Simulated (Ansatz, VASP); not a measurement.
# Two plane-wave programs on Al2O3

File INCAR:

```
ALGO = Normal
EDIFF = 1E-6
ENCUT = 520
GGA = PE
ISIF = 2
ISMEAR = 0
IVDW = 12
LASPH = True
LCHARG = True
LELF = True
LREAL = False
LVHAR = True
LWAVE = False
NBANDS = 20
NELM = 80
PREC = Accurate
SIGMA = 0.05
```

File KPOINTS:

```
k-points
0
Gamma
  9 9 4
```

Contents of POSCAR:

```
Al2O3
1.0
    2.9172793866      0.0000000000      0.0000000000
   -1.4586396933      2.5264380587      0.0000000000
    0.0000000000      0.0000000000      7.4236882398
Al O
2 3
Direct
    0.0000000000      0.0000000000      0.1907358529
    0.0000000000      0.0000000000      0.8092641471
    0.3333333333      0.6666666667      0.2703868429
    0.6666666667      0.3333333333      0.0000000000
    0.3333333333      0.6666666667      0.7296131571
```

Input for Ansatz:

```yaml
crystal:
  lattice:
    - [2.9172793866, 0.0, 0.0]
    - [-1.4586396933, 2.5264380587, 0.0]
    - [0.0, 0.0, 7.4236882398]
  atoms:
    - { symbol: Al, position: [0.0, 0.0, 0.1907358529] }
    - { symbol: Al, position: [0.0, 0.0, 0.8092641471] }
    - { symbol: O, position: [0.3333333333, 0.6666666667, 0.2703868429] }
    - { symbol: O, position: [0.6666666667, 0.3333333333, 0.0] }
    - { symbol: O, position: [0.3333333333, 0.6666666667, 0.7296131571] }
basis:
  ecutwfc: 520.0
kpoints:
  mp_grid: { grid: [9, 9, 4] }
hamiltonian:
  xc: pbe
  pseudopotentials: { kind: paw, azcp: { folder: soft_1 } }
  dispersion: d3bj
scf:
  occupations: { method: gaussian, width: 0.05 }
output:
  forces: true
  stress: true
  eigenvalues: true
  write_density: true
  write_potential: true
  elf: true
  volumetric_format: npy
```

Alike in both runs: task single point; functional PBE; dispersion D3(BJ); k mesh 9 × 9 × 4; occupations gaussian, width 0.05 eV; no spin polarisation.

|  | VASP | Ansatz |
| --- | --- | --- |
| version | VASP 6.6.1 | Ansatz 0.2.0 |
| potentials or method | VASP PAW PBE potentials, release 64 (Al, O), cutoff 520 eV | scalar-relativistic, plane waves, PAW |
| valence electrons in the cell | 24 | 24 |

```tsv
	VASP	Ansatz	Ansatz less VASP
gap on the k mesh at the Fermi level (eV)	4.38	4.39	+0.007
least direct gap on the mesh (eV)	4.56	4.57	+0.006
pressure (GPa)	-2.1	-2.1	+0.02
traceless stress, the component that is largest in VASP (GPa)	2.81	2.99	+0.185
rms of the force components (eV/Å)	0.633	0.650	+0.0168
```

Atom by atom the forces differ by 0.017 eV/Å (rms over components).
